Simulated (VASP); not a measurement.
A run of VASP 6.6.1 is set up as follows.

File INCAR:

```
SYSTEM = PbS
PREC = Accurate
ENCUT = 520
EDIFF = 1E-6
ISMEAR = -1
SIGMA = 0.02
LREAL = .FALSE.
LASPH = .TRUE.
NELM = 100
ALGO = Normal
ISIF = 2
LWAVE = .FALSE.
LCHARG = .FALSE.
GGA = PE
IVDW = 13
NBANDS = 28
```

The input KPOINTS:

```
regular mesh
0
G
  6 6 4
  0 0 0
```

File POSCAR:

```
PbS
1.0
    2.9516945790     -2.9662101093      0.2877811181
    2.9516945790      2.9662101093      0.2877811181
   -0.5838786612      0.0000000000      5.9222350690
Pb S
2 2
Direct
    0.7498919382      0.7498919382      0.7500745090
    0.2501080618      0.2501080618      0.2499254910
    0.2500397443      0.2500397443      0.7501894116
    0.7499602557      0.7499602557      0.2498105884
```

Potentials or basis: VASP PAW PBE potentials, release 64 (Pb_d, S).

Command:

```bash
$ cat potpaw_PBE.64/Pb_d/POTCAR potpaw_PBE.64/S/POTCAR > POTCAR
$ mpirun -np 1 vasp_std > vasp.out
```

(1) Predict the pressure.

(2) Estimate the band gap on the k mesh.

Results:

(1) -0.1 GPa.

(2) 0.37 eV.

Caveat: spin-orbit coupling is left out, which moves the levels of the heavy elements.
